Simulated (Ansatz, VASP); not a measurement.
# Two plane-wave programs on B

```xyz
1
Lattice="0.0000 1.4332 1.4332 1.4332 0.0000 1.4332 1.4332 1.4332 0.0000" Properties=species:S:1:pos:R:3 pbc="T T T"
B     0.0000    0.0000    0.0000
```

Alike in both runs: functional PBE; k mesh 32 × 32 × 32; occupations gaussian, width 0.1 eV; no spin polarisation.

Ansatz relaxed the structure, and its values are those at the end. VASP's run is a single point on that final structure, the one shown.

|  | VASP | Ansatz |
| --- | --- | --- |
| version | VASP 6.6.1 | Ansatz 0.2.0 |
| potentials or method | VASP PAW PBE potentials, release 64 (B), cutoff 520 eV | scalar-relativistic, plane waves, PAW |
| valence electrons in the cell | 3 | 3 |

```tsv
	VASP	Ansatz	Ansatz less VASP
gap on the k mesh at the Fermi level (eV)	none	none	-
pressure (GPa)	0.0	0.0	-0.03
```

A gap of «none» marks a metal or a gap that the smearing closes.
